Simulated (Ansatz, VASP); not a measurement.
Two plane-wave programs on C

INCAR

```
SYSTEM = C
ALGO     = Normal         ! electronic algorithm
EDIFF    = 1E-7           ! SCF threshold, eV
ENCUT    = 520            ! plane-wave cutoff, eV
GGA      = PS             ! functional
ISIF     = 2              ! what is computed and relaxed
ISMEAR   = -1             ! smearing method
LASPH    = .TRUE.         ! aspherical terms in the spheres
LCHARG   = .TRUE.         ! write CHGCAR
LELF     = .TRUE.         ! ELF
LREAL    = .FALSE.        ! projectors in reciprocal space
LVHAR    = .TRUE.       
LWAVE    = .FALSE.        ! write WAVECAR
NBANDS   = 11             ! bands
NELM     = 60             ! most SCF steps
PREC     = Accurate       ! precision mode
SIGMA    = 0.15           ! smearing width, eV
```

Contents of KPOINTS:

```
k-points
0
G
  16 16 10
  0 0 0
```

Contents of POSCAR:

```
C
1.0
    2.1355088596     -1.2424645754      0.0000000000
    2.1191317604      1.2141003046      0.0000000000
   -1.3790696300      0.0091937975      3.5028300800
C
2
Direct
    0.8333555300      0.8333555300      0.0000930400
    0.1666444700      0.1666444700      0.9999069600
```

Input for Ansatz:

```yaml
crystal:
  lattice:
    - [2.1355088596, -1.2424645754, 0.0]
    - [2.1191317604, 1.2141003046, 0.0]
    - [-1.37906963, 0.009193797533333332, 3.50283008]
  atoms:
    - { symbol: C, position: [0.83335553, 0.83335553, 9.304e-05] }
    - { symbol: C, position: [0.16664447, 0.16664447, 0.99990696] }
basis:
  ecutwfc: 450.0
kpoints:
  mp_grid:
    grid: [16, 16, 10]
hamiltonian:
  xc: pbesol
scf:
  occupations:
    method: fermi_dirac
    width: 0.15
output:
  stress: true
```

Alike in both runs: task single point; functional PBEsol; k mesh 16 × 16 × 10; occupations fermi-dirac, width 0.15 eV; no spin polarisation.

|  | VASP | Ansatz |
| --- | --- | --- |
| version | VASP 6.6.1 | Ansatz 0.2.0 |
| potentials or method | VASP PAW PBE potentials, release 64 (C), cutoff 520 eV | plane waves, PAW |
| valence electrons in the cell | 8 | 8 |

Ansatz gave:

| Item | Value |
| --- | --- |
| pressure (GPa) | 1.0 |
| traceless stress, the component that is largest in VASP (GPa) | 5.88 |

Problem. Estimate VASP's values.

Solution. Pressure (GPa): 1.6; traceless stress, the component that is largest in VASP (GPa): 5.90.

VASP's potentials were made for PBE, not for PBEsol. With one functional, cell and mesh, what is left measures potentials, basis and numerics.
